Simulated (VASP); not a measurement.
# GaAs (F-43m) in VASP: single point with PBE

Aim: the single point of GaAs with PBE.

Everything below comes from runs of VASP 6.6.1. Logs are shortened: lines on timing, memory, paths and dates and some standing lists are left out, and cuts for length are marked.

### 1 The cell of the first run

It takes space group F-43m (No. 216, cubic). The conventional cell has a = 5.654 Å, b = 5.654 Å, c = 5.654 Å, α = 90.00°, β = 90.00°, γ = 90.00°. Ga (site symmetry -43m) has 4 As at 2.45 Å within 3.2 Å. As (site symmetry -43m) has 4 Ga at 2.45 Å within 3.2 Å.

### 2 Single point, PBE, non-collinear spin, zero start, spin-orbit coupling

INCAR

```
SYSTEM = GaAs
  ALGO = Normal
  EDIFF = 1E-7
  ENCUT = 520
  GGA = PE
  GGA_COMPAT = .False.
  ISIF = 2
  ISMEAR = -1
  LASPH = .True.
  LCHARG = .True.
  LNONCOLLINEAR = .True.
  LORBIT = 11
  LORBMOM = .True.
  LREAL = .False.
  LSORBIT = .True.
  LVHAR = .True.
  LWAVE = .False.
  MAGMOM = 0 0 0 0 0 0
  NBANDS = 30
  NELM = 150
  PREC = Accurate
  SIGMA = 0.05
```

KPOINTS

```
k-points
0
Gamma
  11 11 11
  0 0 0
```

POSCAR

```
GaAs
1.0
    0.0000000000      2.8268500000      2.8268500000
    2.8268500000      0.0000000000      2.8268500000
    2.8268500000      2.8268500000      0.0000000000
Ga As
1 1
Direct
    0.0000000000      0.0000000000      0.0000000000
    0.7500000000      0.7500000000      0.7500000000
```

Potentials or basis: VASP PAW PBE potentials, release 64 (Ga_d, As).

The run is started by

```bash
$ cat potpaw_PBE.64/Ga_d/POTCAR potpaw_PBE.64/As/POTCAR > POTCAR
$ mpirun -np 1 vasp_ncl > vasp.out
```

OUTCAR:

```text
SYSTEM = GaAs
   EDIFF = 1E-7
   ENCUT = 520
   GGA = PE
   ISIF = 2
   ISMEAR = -1
   LASPH = .True.
   LNONCOLLINEAR = .True.
   LORBIT = 11
   LREAL = .False.
   LSORBIT = .True.
   NELM = 150
   PREC = Accurate

 ion  position               nearest neighbor table
   1  0.000  0.000  0.000-   2 2.45   2 2.45   2 2.45   2 2.45
   2  0.750  0.750  0.750-   1 2.45   1 2.45   1 2.45   1 2.45

  LATTYP: Found a face centered cubic cell.
 ALAT       =     5.6537000000

  Lattice vectors:

 A1 = (   0.0000000000,   2.8268500000,   2.8268500000)
 A2 = (   2.8268500000,   0.0000000000,   2.8268500000)
 A3 = (   2.8268500000,   2.8268500000,   0.0000000000)

Analysis of symmetry for initial positions (statically):
=====================================================================
 Subroutine PRICEL returns:
 Original cell was already a primitive cell.

 Routine SETGRP: Setting up the symmetry group for a
 face centered cubic supercell.

 Subroutine GETGRP returns: Found 24 space group operations
 (whereof 24 operations were pure point group operations)
 out of a pool of 48 trial point group operations.

The static configuration has the point symmetry T_d .

Analysis of symmetry for dynamics (positions and initial velocities):
=====================================================================
 Subroutine PRICEL returns:
 Original cell was already a primitive cell.

 Routine SETGRP: Setting up the symmetry group for a
 face centered cubic supercell.

 Subroutine GETGRP returns: Found 24 space group operations
 (whereof 24 operations were pure point group operations)
 out of a pool of 48 trial point group operations.

The dynamic configuration has the point symmetry T_d .

Analysis of structural, dynamic, and magnetic symmetry:
=====================================================================
 Subroutine PRICEL returns:
 Original cell was already a primitive cell.

 Routine SETGRP: Setting up the symmetry group for a
 face centered cubic supercell.

 Subroutine GETGRP returns: Found 24 space group operations
 (whereof 24 operations were pure point group operations)
 out of a pool of 48 trial point group operations.

The overall configuration has the point symmetry T_d .

 Subroutine INISYM returns: Found 24 space group operations
 (whereof 24 operations are pure point group operations),
 and found     1 'primitive' translations

----------------------------------------------------------------------------------------

                                     Primitive cell

  volume of cell :      45.1792

  direct lattice vectors                    reciprocal lattice vectors
     0.000000000  2.826850000  2.826850000    -0.176875321  0.176875321  0.176875321
     2.826850000  0.000000000  2.826850000     0.176875321 -0.176875321  0.176875321
     2.826850000  2.826850000  0.000000000     0.176875321  0.176875321 -0.176875321

  length of vectors
     3.997769609  3.997769609  3.997769609     0.306357042  0.306357042  0.306357042

  position of ions in fractional coordinates (direct lattice)
     0.000000000  0.000000000  0.000000000
     0.750000000  0.750000000  0.750000000

  ion indices of the primitive-cell ions
   primitive index   ion index
                 1           1
                 2           2

----------------------------------------------------------------------------------------

 KPOINTS: k-points

Automatic generation of k-mesh.
 Grid dimensions read from file:
 generate k-points for:   11   11   11

 Generating k-lattice:

  Cartesian coordinates                     Fractional coordinates (reciprocal lattice)
    -0.016079575  0.016079575  0.016079575     0.090909091  0.000000000  0.000000000
     0.016079575 -0.016079575  0.016079575     0.000000000  0.090909091  0.000000000
     0.016079575  0.016079575 -0.016079575     0.000000000  0.000000000  0.090909091

  Length of vectors
     0.027850640  0.027850640  0.027850640

  Shift w.r.t. Gamma in fractional coordinates (k-lattice)
     0.000000000  0.000000000  0.000000000

 Subroutine IBZKPT returns following result:
 ===========================================

 Found     91 irreducible k-points:

 Following reciprocal coordinates:
            Coordinates               Weight
  0.000000  0.000000  0.000000      1.000000
  0.090909  0.000000  0.000000      4.000000
 -0.090909  0.000000  0.000000      4.000000
  0.181818  0.000000  0.000000      4.000000
 -0.181818  0.000000  0.000000      4.000000
  0.272727  0.000000  0.000000      4.000000
[... 16 lines left out ...]
 -0.363636  0.090909  0.000000     12.000000
  0.363636 -0.090909  0.000000     12.000000
 [... further k-points ...]
   k-points           NKPTS =     91   k-points in BZ     NKDIM =     91   number of bands    NBANDS=     30
   number of dos      NEDOS =    301   number of ions     NIONS =      2
   total plane-waves  NPLWV =  27000
   dimension x,y,z NGX =    30 NGY =   30 NGZ =   30
   dimension x,y,z NGXF=    60 NGYF=   60 NGZF=   60
   ions per type =               1   1
[... 25 lines left out ...]
   EMIN   =  10.00;   EMAX   =-10.00  energy-range for DOS
   EFERMI =   0.00;   METHOD = LEGACY
   ISMEAR =    -1;   SIGMA  =   0.05  broadening in eV -4-tet -1-fermi 0-gaus
   EFERMI_NEDOS =   21; number of points for ismear=-14 and -15
   IALGO  =     38    algorithm
   IMIX   =      4    mixing-type and parameters
     AMIX     =   0.40;   BMIX     =  1.00
     AMIX_MAG =   1.60;   BMIX_MAG =  1.00
  volume/ion in A,a.u.               =      22.59       152.44
  Fermi-wavevector in a.u.,A,eV,Ry     =   1.204628  2.276417 19.743799  1.451128
  Thomas-Fermi vector in A             =   2.340347
   LORBIT       =     11    0 simple, 1 ext, 2 COOP (PROOUT), +10 PAW based schemes
   GGA     = PE    functional components
   LHFCALC =     F    Hartree Fock is set to
   AEXX    =    0.0000 exact exchange contribution
   IVDW    =     0    specifies the selected vdW correction
   LEPSILON=     F    determine dielectric tensor
   LRPA    =     F    only Hartree local field effects (RPA)
  energy-cutoff  :      520.00
  volume of cell :       45.18
 maximum number of plane-waves:      2486
 NGX is ok and might be reduce to    30
   NGX = 15   NGY = 15   NGZ = 15

 number of electron      17.9999995 magnetization      -0.0000000     -0.0000000     -0.0000000

 number of electron      17.9999995 magnetization       0.0000000      0.0000000      0.0000000

 Free energy of the ion-electron system (eV)
  ---------------------------------------------------
  ext. energy  EPLUGINS =         0.00000000
  ---------------------------------------------------
  free energy    TOTEN  =        -8.26931860 eV

  energy without entropy =       -8.26929718  energy(sigma->0) =       -8.26930789

 E-fermi :   4.2707     XC(G=0):  -9.5882

 val. band max:        4.0394390881   @ k =   0.0000   0.0000   0.0000
 cond. band min:       4.4522754903   @ k =   0.0000   0.0000   0.0000
 fundamental gap:      0.4128364022
 Fermi energy:         4.2706895874

 k-point     1 :       0.0000    0.0000    0.0000
  band No.  band energies     occupation
      1     -11.1191      1.00000
      2     -11.1191      1.00000
      3     -11.1191      1.00000
      4     -11.1191      1.00000
      5     -10.6946      1.00000
      6     -10.6946      1.00000
[... 781 lines left out ...]
     29      13.5719      0.00000
     30      13.5728      0.00000

 [... further k-points ...]

------------------------ aborting loop because EDIFF is reached ----------------------------------------

  FORCE on cell =-STRESS in cart. coord.  units (eV):
  Direction    XX          YY          ZZ          XY          YZ          ZX
  --------------------------------------------------------------------------------------
  -------------------------------------------------------------------------------------
  Total        0.9757706      0.9757706      0.9757706      0.0000000     -0.0000000      0.0000000
  in kB       34.6034981     34.6034981     34.6034981      0.0000000     -0.0000000      0.0000000
  external PRESSURE =      34.6034981 kB  Pullay stress =       0.0000000 kB

 VOLUME and BASIS-vectors are now :
 -----------------------------------------------------------------------------
  energy-cutoff  :      520.00
  volume of cell :       45.18
      direct lattice vectors                 reciprocal lattice vectors
     0.000000000  2.826850000  2.826850000    -0.176875321  0.176875321  0.176875321
     2.826850000  0.000000000  2.826850000     0.176875321 -0.176875321  0.176875321
     2.826850000  2.826850000  0.000000000     0.176875321  0.176875321 -0.176875321

 POSITION                                       TOTAL-FORCE (eV/Angst)
 -----------------------------------------------------------------------------------
      0.00000      0.00000      0.00000        -0.000000     -0.000000      0.000000
      4.24027      4.24027      4.24027         0.000000      0.000000     -0.000000
 -----------------------------------------------------------------------------------
    total drift:                                0.000000      0.000000      0.000000

  FREE ENERGIE OF THE ION-ELECTRON SYSTEM (eV)
  ---------------------------------------------------
  free  energy   TOTEN  =        -8.2693186032 eV

  energy  without entropy=       -8.2692971772  energy(sigma->0) =       -8.26930789

 orbital moment (x)

 # of ion     p       d       tot
 ----------------------------------------
  1         0.000   0.000   0.000
  2        -0.000  -0.000  -0.000
 ----------------------------------------
           -0.000   0.000  -0.000

 orbital moment (y)

 # of ion     p       d       tot
 ----------------------------------------
  1         0.000  -0.000   0.000
  2         0.000   0.000   0.000
 ----------------------------------------
            0.000  -0.000   0.000

 orbital moment (z)

 # of ion     p       d       tot
 ----------------------------------------
  1         0.000  -0.000   0.000
  2         0.000   0.000   0.000
 ----------------------------------------
            0.000  -0.000   0.000

 Spin-Orbit-Coupling matrix elements

 Ion:    1  E_soc:     -0.0119911
 l=   1
     0.0000000    -0.0011658    -0.0011658
    -0.0011658     0.0000000    -0.0011658
    -0.0011658    -0.0011658     0.0000000
 l=   2
     0.0000000    -0.0001657     0.0000000    -0.0001657    -0.0006670
    -0.0001657     0.0000000    -0.0005003    -0.0001657    -0.0001668
     0.0000000    -0.0005003     0.0000000    -0.0005003     0.0000000
    -0.0001657    -0.0001657    -0.0005003     0.0000000    -0.0001668
    -0.0006670    -0.0001668     0.0000000    -0.0001668     0.0000000
 l=   3
     0.0000000     0.0000000     0.0000000     0.0000000     0.0000000     0.0000000     0.0000000
     0.0000000     0.0000000     0.0000000     0.0000000     0.0000000     0.0000000     0.0000000
     0.0000000     0.0000000     0.0000000     0.0000000     0.0000000     0.0000000     0.0000000
     0.0000000     0.0000000     0.0000000     0.0000000     0.0000000     0.0000000     0.0000000
     0.0000000     0.0000000     0.0000000     0.0000000     0.0000000     0.0000000     0.0000000
     0.0000000     0.0000000     0.0000000     0.0000000     0.0000000     0.0000000     0.0000000
     0.0000000     0.0000000     0.0000000     0.0000000     0.0000000     0.0000000     0.0000000

 Ion:    2  E_soc:     -0.0240077
 l=   1
     0.0000000    -0.0039938    -0.0039938
    -0.0039938     0.0000000    -0.0039938
    -0.0039938    -0.0039938     0.0000000
 l=   2
     0.0000000    -0.0000036     0.0000000    -0.0000036    -0.0000039
    -0.0000036     0.0000000    -0.0000029    -0.0000036    -0.0000010
     0.0000000    -0.0000029     0.0000000    -0.0000029     0.0000000
    -0.0000036    -0.0000036    -0.0000029     0.0000000    -0.0000010
    -0.0000039    -0.0000010     0.0000000    -0.0000010     0.0000000
 l=   3
     0.0000000     0.0000000     0.0000000     0.0000000     0.0000000     0.0000000     0.0000000
     0.0000000     0.0000000     0.0000000     0.0000000     0.0000000     0.0000000     0.0000000
     0.0000000     0.0000000     0.0000000     0.0000000     0.0000000     0.0000000     0.0000000
     0.0000000     0.0000000     0.0000000     0.0000000     0.0000000     0.0000000     0.0000000
     0.0000000     0.0000000     0.0000000     0.0000000     0.0000000     0.0000000     0.0000000
     0.0000000     0.0000000     0.0000000     0.0000000     0.0000000     0.0000000     0.0000000
     0.0000000     0.0000000     0.0000000     0.0000000     0.0000000     0.0000000     0.0000000

 total charge

# of ion       s       p       d       tot
------------------------------------------
    1        0.882   0.802   9.994  11.679
    2        1.210   1.599   0.031   2.840
--------------------------------------------------
tot          2.092   2.401  10.026  14.519

 magnetization (x)

# of ion       s       p       d       tot
------------------------------------------
    1       -0.000   0.000  -0.000   0.000
    2        0.000   0.000  -0.000   0.000
--------------------------------------------------
tot         -0.000   0.000  -0.000   0.000

 magnetization (y)

# of ion       s       p       d       tot
------------------------------------------
    1        0.000   0.000   0.000   0.000
    2        0.000   0.000  -0.000  -0.000
--------------------------------------------------
tot          0.000   0.000  -0.000   0.000

 magnetization (z)

# of ion       s       p       d       tot
------------------------------------------
    1        0.000  -0.000   0.000  -0.000
    2       -0.000  -0.000  -0.000  -0.000
--------------------------------------------------
tot         -0.000  -0.000   0.000  -0.000
```

Run time: 7.9 min. Hardware: 1 thread of Intel Xeon 8259CL, shared host; peak memory 0.39 GiB.

Results:

```
Free energy                                           : -8.2693 eV
Pressure                                              : 3.5 GPa
Net moment                                            : 0.00 μB per cell
Valence electrons inside the program's atomic spheres : Ga 11.68; As 2.84
```

Moments on the atoms (μB; x, y, z):
```
Ga  0.00 0.00 0.00
As  0.00 0.00 0.00
```

Caveat: the cell stands under pressure.
